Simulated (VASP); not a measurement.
# WSe2 (P-6m2) in VASP: further runs

Runs on WSe2. Level: PBE. Tasks: single point.

Program: VASP 6.6.1. These are calculated values, not measurements. Logs are shortened: lines on timing, memory, paths and dates and some standing lists are left out, and cuts for length are marked.

**1. The cell of the first run**

The structure is hexagonal, space group P-6m2 (No. 187). The conventional cell has a = 3.278 Å, b = 3.278 Å, c = 7.184 Å, α = 90.00°, β = 90.00°, γ = 120.00°. W (site symmetry -6m2) has 6 Se at 2.53 Å and 6 W at 3.28 Å within 3.3 Å. Within 3.4 Å of Se (site symmetry 3m) lie 3 W at 2.53 Å and 7 Se at 3.28 to 3.35 Å.

**2. Single point, PBE (biaxial xy strain -0.6%)**

The input, INCAR:

```
PREC = Accurate ; ENCUT = 520
EDIFF = 1E-7 ; ISMEAR = -1
SIGMA = 0.02 ; LREAL = False
LASPH = True ; NELM = 60
ALGO = Normal ; ISIF = 2
LWAVE = False ; LCHARG = False
GGA = PE ; NBANDS = 20
```

The input, KPOINTS:

```
regular mesh
0
Gamma
  12 12 4
```

The input, POSCAR:

```
WSe2
1.0
    3.2777598166      0.0000000000      0.0000000000
   -1.6388799083      2.8386232687      0.0000000000
    0.0000000000      0.0000000000      7.1842727630
W Se
1 2
Direct
    0.0000000000      0.0000000000      0.0000000000
    0.3333333333      0.6666666667      0.2328753869
    0.3333333333      0.6666666667      0.7671246131
```

Potentials or basis: VASP PAW PBE potentials, release 64 (W_sv, Se).

Run with:

```bash
cat potpaw_PBE.64/W_sv/POTCAR potpaw_PBE.64/Se/POTCAR > POTCAR
mpirun -np 1 vasp_std > vasp.out
```

OUTCAR:

```text
PREC = Accurate
   ENCUT = 520
   EDIFF = 1E-7
   ISMEAR = -1
   LREAL = False
   LASPH = True
   NELM = 60
   ISIF = 2
   GGA = PE

 ion  position               nearest neighbor table
   1  0.000  0.000  0.000-   2 2.53   3 2.53   2 2.53   3 2.53   2 2.53   3 2.53
   2  0.333  0.667  0.233-   1 2.53   1 2.53   1 2.53
   3  0.333  0.667  0.767-   1 2.53   1 2.53   1 2.53

  LATTYP: Found a hexagonal cell.
 ALAT       =     3.2777598166
 C/A-ratio  =     2.1918240399

  Lattice vectors:

 A1 = (   3.2777598166,   0.0000000000,   0.0000000000)
 A2 = (  -1.6388799083,   2.8386232687,   0.0000000000)
 A3 = (   0.0000000000,   0.0000000000,   7.1842727630)

Analysis of symmetry for initial positions (statically):
=====================================================================
 Subroutine PRICEL returns:
 Original cell was already a primitive cell.

 Routine SETGRP: Setting up the symmetry group for a
 hexagonal supercell.

 Subroutine GETGRP returns: Found 12 space group operations
 (whereof 12 operations were pure point group operations)
 out of a pool of 24 trial point group operations.

The static configuration has the point symmetry D_3h.

Analysis of symmetry for dynamics (positions and initial velocities):
=====================================================================
 Subroutine PRICEL returns:
 Original cell was already a primitive cell.

 Routine SETGRP: Setting up the symmetry group for a
 hexagonal supercell.

 Subroutine GETGRP returns: Found 12 space group operations
 (whereof 12 operations were pure point group operations)
 out of a pool of 24 trial point group operations.

The dynamic configuration has the point symmetry D_3h.

 Subroutine INISYM returns: Found 12 space group operations
 (whereof 12 operations are pure point group operations),
 and found     1 'primitive' translations

----------------------------------------------------------------------------------------

                                     Primitive cell

  volume of cell :      66.8448

  direct lattice vectors                    reciprocal lattice vectors
     3.277759817  0.000000000  0.000000000     0.305086418  0.176141725  0.000000000
    -1.638879908  2.838623269  0.000000000     0.000000000  0.352283451  0.000000000
     0.000000000  0.000000000  7.184272763     0.000000000  0.000000000  0.139192933

  length of vectors
     3.277759817  3.277759817  7.184272763     0.352283451  0.352283451  0.139192933

  position of ions in fractional coordinates (direct lattice)
     0.000000000  0.000000000  0.000000000
     0.333333333  0.666666667  0.232875387
     0.333333333  0.666666667  0.767124613

  ion indices of the primitive-cell ions
   primitive index   ion index
                 1           1
                 2           2
                 3           3

----------------------------------------------------------------------------------------

 KPOINTS: regular mesh

Automatic generation of k-mesh.
 Grid dimensions read from file:
 generate k-points for:   12   12    4

 Generating k-lattice:

  Cartesian coordinates                     Fractional coordinates (reciprocal lattice)
     0.025423868  0.014678477  0.000000000     0.083333333  0.000000000  0.000000000
     0.000000000  0.029356954  0.000000000     0.000000000  0.083333333  0.000000000
     0.000000000  0.000000000  0.034798233     0.000000000  0.000000000  0.250000000

  Length of vectors
     0.029356954  0.029356954  0.034798233

  Shift w.r.t. Gamma in fractional coordinates (k-lattice)
     0.000000000  0.000000000  0.000000000

 Subroutine IBZKPT returns following result:
 ===========================================

 Found     57 irreducible k-points:

 Following reciprocal coordinates:
            Coordinates               Weight
  0.000000  0.000000  0.000000      1.000000
  0.083333 -0.000000  0.000000      6.000000
  0.166667 -0.000000  0.000000      6.000000
  0.250000 -0.000000  0.000000      6.000000
  0.333333 -0.000000  0.000000      6.000000
  0.416667 -0.000000  0.000000      6.000000
[... 16 lines left out ...]
  0.250000 -0.000000  0.250000     12.000000
  0.333333 -0.000000  0.250000     12.000000
 [... further k-points ...]
   k-points           NKPTS =     57   k-points in BZ     NKDIM =     57   number of bands    NBANDS=     20
   number of dos      NEDOS =    301   number of ions     NIONS =      3
   total plane-waves  NPLWV =  31104
   dimension x,y,z NGX =    24 NGY =   24 NGZ =   54
   dimension x,y,z NGXF=    48 NGYF=   48 NGZF=  108
   ions per type =               1   2
   NGX,Y,Z   is equivalent  to a cutoff of  12.17, 12.17, 12.50 a.u.
   NGXF,Y,Z  is equivalent  to a cutoff of  24.35, 24.35, 24.99 a.u.
 SYSTEM =  unknown system
   PREC   = accura    normal or accurate (medium, high low for compatibility)
   ISTART =      0    job   : 0-new  1-cont  2-samecut
   ICHARG =      2    charge: 1-file 2-atom 10-const
   ISPIN  =      1    spin polarized calculation?
[... 36 lines left out ...]
   NGX = 13   NGY = 13   NGZ = 27

 number of electron      25.9999992 magnetization

 Free energy of the ion-electron system (eV)
  ---------------------------------------------------
  ext. energy  EPLUGINS =         0.00000000
  ---------------------------------------------------
  free energy    TOTEN  =       -21.57397891 eV

  energy without entropy =      -21.57397891  energy(sigma->0) =      -21.57397891

 E-fermi :   5.5541     XC(G=0): -10.0353

 val. band max:        5.0126275462   @ k =   0.3333   0.3333   0.5000
 cond. band min:       6.3800146492   @ k =   0.1667   0.1667   0.0000
 fundamental gap:      1.3673871030
 Fermi energy:         5.5541251250

 k-point     1 :       0.0000    0.0000    0.0000
  band No.  band energies     occupation
      1     -69.0343      2.00000
      2     -33.2921      2.00000
      3     -33.1527      2.00000
      4     -33.1527      2.00000
      5      -9.9390      2.00000
      6      -8.5619      2.00000
[... 12 lines left out ...]
     19      12.2749      0.00000
     20      13.4566      0.00000

 k-point     2 :       0.0833   -0.0000    0.0000
  band No.  band energies     occupation
      1     -69.0335      2.00000
      2     -33.2889      2.00000
      3     -33.1692      2.00000
      4     -33.1565      2.00000
      5      -9.8324      2.00000
      6      -8.5095      2.00000
[... 12 lines left out ...]
     19      12.5066      0.00000
     20      14.0618      0.00000

 k-point     3 :       0.1667   -0.0000    0.0000
  band No.  band energies     occupation
      1     -69.0316      2.00000
      2     -33.2803      2.00000
      3     -33.2140      2.00000
      4     -33.1671      2.00000
      5      -9.5265      2.00000
      6      -8.3596      2.00000
[... 12 lines left out ...]
     19      13.2352      0.00000
     20      14.0223      0.00000

 k-point     4 :       0.2500   -0.0000    0.0000
  band No.  band energies     occupation
      1     -69.0288      2.00000
      2     -33.2746      2.00000
      3     -33.2685      2.00000
      4     -33.1814      2.00000
      5      -9.0656      2.00000
      6      -8.1362      2.00000
[... 12 lines left out ...]
     19      12.9028      0.00000
     20      13.8365      0.00000

 k-point     5 :       0.3333   -0.0000    0.0000
  band No.  band energies     occupation
      1     -69.0261      2.00000
      2     -33.3346      2.00000
      3     -33.2567      2.00000
      4     -33.1957      2.00000
      5      -8.5337      2.00000
      6      -7.8856      2.00000
[... 12 lines left out ...]
     19      11.8771      0.00000
     20      13.0427      0.00000
[... 353 lines left out ...]
      6      -8.5666      2.00000
[... 12 lines left out ...]
     19      12.5808      0.00000
     20      13.9056      0.00000

 k-point    22 :       0.1667   -0.0000    0.2500
  band No.  band energies     occupation
      1     -69.0316      2.00000
      2     -33.2803      2.00000
      3     -33.2140      2.00000
      4     -33.1671      2.00000
      5      -9.4944      2.00000
      6      -8.4133      2.00000
[... 12 lines left out ...]
     19      13.1353      0.00000
     20      14.1038      0.00000

 k-point    23 :       0.2500   -0.0000    0.2500
  band No.  band energies     occupation
      1     -69.0288      2.00000
      2     -33.2746      2.00000
      3     -33.2685      2.00000
      4     -33.1814      2.00000
      5      -9.0335      2.00000
      6      -8.1846      2.00000
[... 12 lines left out ...]
     19      12.8593      0.00000
     20      13.7457      0.00000

 k-point    24 :       0.3333   -0.0000    0.2500
  band No.  band energies     occupation
      1     -69.0261      2.00000
      2     -33.3346      2.00000
      3     -33.2567      2.00000
      4     -33.1957      2.00000
      5      -8.5025      2.00000
      6      -7.9276      2.00000
[... 12 lines left out ...]
     19      12.1249      0.00000
     20      13.0126      0.00000

 [... further k-points ...]

------------------------ aborting loop because EDIFF is reached ----------------------------------------

  FORCE on cell =-STRESS in cart. coord.  units (eV):
  Direction    XX          YY          ZZ          XY          YZ          ZX
  --------------------------------------------------------------------------------------
  -------------------------------------------------------------------------------------
  Total        1.7393452      1.7393452      1.8622621     -0.0000000      0.0000000      0.0000000
  in kB       41.6896890     41.6896890     44.6358383     -0.0000000      0.0000000      0.0000000
  external PRESSURE =      42.6717388 kB  Pullay stress =       0.0000000 kB

 VOLUME and BASIS-vectors are now :
 -----------------------------------------------------------------------------
  energy-cutoff  :      520.00
  volume of cell :       66.84
      direct lattice vectors                 reciprocal lattice vectors
     3.277759817  0.000000000  0.000000000     0.305086418  0.176141725  0.000000000
    -1.638879908  2.838623269  0.000000000     0.000000000  0.352283451  0.000000000
     0.000000000  0.000000000  7.184272763     0.000000000  0.000000000  0.139192933

 POSITION                                       TOTAL-FORCE (eV/Angst)
 -----------------------------------------------------------------------------------
      0.00000      0.00000      0.00000         0.000000     -0.000000      0.000000
     -0.00000      1.89242      1.67304        -0.000000      0.000000      0.349969
     -0.00000      1.89242      5.51123        -0.000000     -0.000000     -0.349969
 -----------------------------------------------------------------------------------
    total drift:                                0.000000     -0.000000     -0.000000

  FREE ENERGIE OF THE ION-ELECTRON SYSTEM (eV)
  ---------------------------------------------------
  free  energy   TOTEN  =       -21.5739789059 eV

  energy  without entropy=      -21.5739789059  energy(sigma->0) =      -21.57397891
```

Wall time 26 s (1 thread of Intel Xeon 6975P-C (Granite Rapids), shared host); peak memory 0.22 GiB.

What came out:

```
Free energy            : -21.5740 eV
Pressure               : 4.3 GPa
Largest force          : 0.350 eV/Å
Band gap on the k mesh : 1.37 eV (least direct gap 1.63 eV)
```

Forces in eV/Å, atoms in the order of the input:
```
W    0.000  0.000  0.000
Se   0.000  0.000  0.350
Se   0.000  0.000 -0.350
```

Stress tensor (GPa, compression positive):
```
4.17 0.00 0.00
0.00 4.17 0.00
0.00 0.00 4.46
```

Caveat: the cell differs from its parent crystal (biaxial xy strain -0.6%); the cell stands under pressure; spin-orbit coupling is left out, which moves the levels of the heavy elements; this functional lacks dispersion, which binds the layers, so the pressure and a relaxed spacing across them are unreliable.

**3. Single point, PBE**

This run uses another cell than the first one, of 22.55 Å³/atom.

The input, INCAR:

```
ALGO     = Normal         # electronic algorithm
EDIFF    = 1E-6           # SCF threshold, eV
ENCUT    = 520            # plane-wave cutoff, eV
GGA      = PE             # functional
ISIF     = 2              # what is computed and relaxed
ISMEAR   = -1             # smearing method
LASPH    = T              # aspherical terms in the spheres
LCHARG   = T              # write CHGCAR
LELF     = T              # ELF
LREAL    = F              # projectors in reciprocal space
LVHAR    = T            
LWAVE    = F              # write WAVECAR
NBANDS   = 20             # bands
NELM     = 100            # most SCF steps
PREC     = Accurate       # precision mode
SIGMA    = 0.02           # smearing width, eV
```

The input, KPOINTS:

```
k-points
0
Gamma
  12 12 4
```

The input, POSCAR:

```
WSe2
1.0
    3.2972133755      0.0000000000      0.0000000000
   -1.6486066878      2.8554705449      0.0000000000
    0.0000000000      0.0000000000      7.1842727630
W Se
1 2
Direct
    0.0000000000      0.0000000000      0.0000000000
    0.3333333333      0.6666666667      0.2319179766
    0.3333333333      0.6666666667      0.7680820234
```

Potentials or basis: VASP PAW PBE potentials, release 64 (W_sv, Se).

Run with:

```bash
cat potpaw_PBE.64/W_sv/POTCAR potpaw_PBE.64/Se/POTCAR > POTCAR
mpirun -np 1 vasp_std > vasp.out
```

Run time: 42 s. Hardware: 1 thread of Intel Xeon 6975P-C (Granite Rapids), shared host; peak memory 0.23 GiB.

The run converged. Its results:

```yaml
Free_energy: -21.5868 eV
Pressure: 3.3 GPa
Largest_force: 0.342 eV/Å
Band_gap_on_the_k_mesh: 1.37 eV (least direct gap 1.56 eV)
```

Forces in eV/Å, atoms in the order of the input:
```
W    0.000  0.000  0.000
Se   0.000  0.000  0.342
Se   0.000  0.000 -0.342
```

Stress tensor (GPa, compression positive):
```
2.85 0.00 0.00
0.00 2.85 0.00
0.00 0.00 4.26
```

Levels at points of the mesh, in eV from the valence-band top:
| k point | band 9 | band 10 | band 11 | band 12 | band 13 | band 14 | band 15 | band 16 | band 17 | band 18 |
| --- | --- | --- | --- | --- | --- | --- | --- | --- | --- | --- |
| (0.00, 0.00, 0.00) | -2.46 | -1.54 | -1.31 | -1.31 | -0.74 | 2.93 | 2.93 | 3.06 | 3.06 | 4.48 |
| (0.50, 0.00, 0.00) | -4.46 | -3.08 | -1.88 | -1.22 | -1.04 | 2.35 | 2.59 | 3.95 | 4.05 | 4.48 |
| (0.00, 0.00, 0.50) | -2.46 | -2.46 | -1.33 | -1.33 | 0.00 | 2.87 | 2.87 | 3.14 | 3.14 | 5.20 |
| (0.50, 0.00, 0.50) | -4.13 | -3.11 | -2.56 | -0.98 | -0.93 | 2.36 | 2.81 | 3.33 | 4.30 | 4.81 |

Caveat: the cell stands under pressure; spin-orbit coupling is left out, which moves the levels of the heavy elements; this functional lacks dispersion, which binds the layers, so the pressure and a relaxed spacing across them are unreliable.

**4. Single point, PBE (uniaxial z strain +4.2%)**

The input, INCAR:

```
ALGO = Normal ; EDIFF = 1E-7
ENCUT = 520 ; GGA = PE
ISIF = 2 ; ISMEAR = -1
LASPH = True ; LCHARG = False
LREAL = False ; LWAVE = False
NBANDS = 20 ; NELM = 60
PREC = Accurate ; SIGMA = 0.02
```

KPOINTS is that of step 3.

The input, POSCAR:

```
WSe2
1.0
    3.2972133755      0.0000000000      0.0000000000
   -1.6486066878      2.8554705449      0.0000000000
    0.0000000000      0.0000000000      7.4881675009
W Se
1 2
Direct
    0.0000000000      0.0000000000      0.0000000000
    0.3333333333      0.6666666667      0.2227817623
    0.3333333333      0.6666666667      0.7772182377
```

Run with:

```bash
cat potpaw_PBE.64/W_sv/POTCAR potpaw_PBE.64/Se/POTCAR > POTCAR
mpirun -np 1 vasp_std > vasp.out
```

Run time: 42 s. Hardware: 1 thread of Intel Xeon 6975P-C (Granite Rapids), shared host; peak memory 0.24 GiB.

It converged, with:

```yaml
Free_energy: -21.6062 eV
Pressure: 2.8 GPa
Largest_force: 0.350 eV/Å
Band_gap_on_the_k_mesh: 1.47 eV (least direct gap 1.57 eV)
```

Forces on the atoms (eV/Å):
```
W    0.000  0.000  0.000
Se   0.000  0.000  0.350
Se   0.000  0.000 -0.350
```

Stress tensor (GPa, compression positive):
```
2.57 0.00 0.00
0.00 2.57 0.00
0.00 0.00 3.20
```

Levels at points of the mesh, in eV from the valence-band top:
```csv
k point,band 11,band 12,band 13,band 14,band 15,band 16
"(0.00, 0.00, 0.00)",-1.26,-1.26,-0.62,2.97,2.97,3.12
"(0.50, 0.00, 0.00)",-1.96,-1.12,-0.97,2.40,2.68,4.00
"(0.00, 0.00, 0.50)",-1.27,-1.27,-0.06,2.94,2.94,3.16
"(0.50, 0.00, 0.50)",-2.38,-0.94,-0.93,2.40,2.83,3.46
```

Caveat: the cell differs from its parent crystal (uniaxial z strain +4.2%); spin-orbit coupling is left out, which moves the levels of the heavy elements; this functional lacks dispersion, which binds the layers, so the pressure and a relaxed spacing across them are unreliable.

**5. Single point, PBE (strain +5.2%)**

The input, INCAR:

```
  ALGO = Normal
  EDIFF = 1E-6
  ENCUT = 520
  GGA = PE
  ISIF = 2
  ISMEAR = -1
  LASPH = T
  LCHARG = F
  LREAL = F
  LWAVE = F
  NBANDS = 20
  NELM = 80
  PREC = Accurate
  SIGMA = 0.02
```

KPOINTS is that of step 4.

The input, POSCAR:

```
WSe2
1.0
    3.4683387497      0.0000000000      0.0000000000
   -1.7341693749      3.0036694662      0.0000000000
    0.0000000000      0.0000000000      7.5571365194
W Se
1 2
Direct
    0.0000000000      0.0000000000      0.0000000000
    0.3333333333      0.6666666667      0.2132665273
    0.3333333333      0.6666666667      0.7867334727
```

Run with:

```bash
cat potpaw_PBE.64/W_sv/POTCAR potpaw_PBE.64/Se/POTCAR > POTCAR
mpirun -np 1 vasp_std > vasp.out
```

Run time: 40 s. Hardware: 1 thread of Intel Xeon 6975P-C (Granite Rapids), shared host; peak memory 0.24 GiB.

Results (log left out):

```
Free energy            : -21.4696 eV
Pressure               : -3.5 GPa
Largest force          : 0.291 eV/Å
Band gap on the k mesh : 0.65 eV (least direct gap 1.06 eV)
```

Forces on the atoms (eV/Å):
```
W    0.000  0.000  0.000
Se   0.000  0.000  0.291
Se   0.000  0.000 -0.291
```

Stress tensor (GPa, compression positive):
```
-6.24  0.00  0.00
 0.00 -6.24  0.00
 0.00  0.00  2.12
```

Levels at points of the mesh, in eV from the valence-band top:
```
           k point  band 10  band 11  band 12  band 13  band 14  band 15  band 16  band 17
(0.00, 0.00, 0.00)    -1.93    -1.93    -1.50    -0.38     2.25     2.25     2.52     2.52
(0.50, 0.00, 0.00)    -3.43    -1.85    -1.72    -1.22     1.50     1.82     3.43     3.64
(0.00, 0.00, 0.50)    -2.30    -1.94    -1.94     0.00     2.23     2.23     2.55     2.55
(0.50, 0.00, 0.50)    -3.44    -2.20    -1.70    -1.11     1.51     1.83     3.02     3.82
```

Caveat: the cell differs from its parent crystal (strain +5.2%); the cell stands under tension; spin-orbit coupling is left out, which moves the levels of the heavy elements; this functional lacks dispersion, which binds the layers, so the pressure and a relaxed spacing across them are unreliable. A k mesh can miss the band edges.

**6. Summary**

| cell | gap on the mesh (eV) | pressure (GPa) | largest force (eV/Å) |
| --- | --- | --- | --- |
| a = 3.278, b = 3.278, c = 7.184 Å, angles 90.0, 90.0, 120.0°, 3 atoms, atomic positions A | 1.37 | 4.3 | 0.35 |
| a = 3.297, b = 3.297, c = 7.184 Å, angles 90.0, 90.0, 120.0°, 3 atoms, atomic positions A | 1.37 | 3.3 | 0.34 |
| a = 3.297, b = 3.297, c = 7.488 Å, angles 90.0, 90.0, 120.0°, 3 atoms, atomic positions B | 1.47 | 2.8 | 0.35 |
| a = 3.468, b = 3.468, c = 7.557 Å, angles 90.0, 90.0, 120.0°, 3 atoms, atomic positions C | 0.65 | -3.5 | 0.29 |

Alike in all rows: task single point; level PBE; potentials or basis VASP PAW PBE potentials, release 64 (W_sv, Se); no spin polarisation; k mesh 12 × 12 × 4; cutoff (eV) 520; smearing fermi-dirac 0.02 eV.

Caveats: spin-orbit coupling is left out, which moves the levels of the heavy elements; this functional lacks dispersion, which binds the layers, so the pressure and a relaxed spacing across them are unreliable; the cell stands under pressure (at least some runs); the cell stands under tension (at least some runs).

Absolute energies hang on the potentials; compare differences alone.
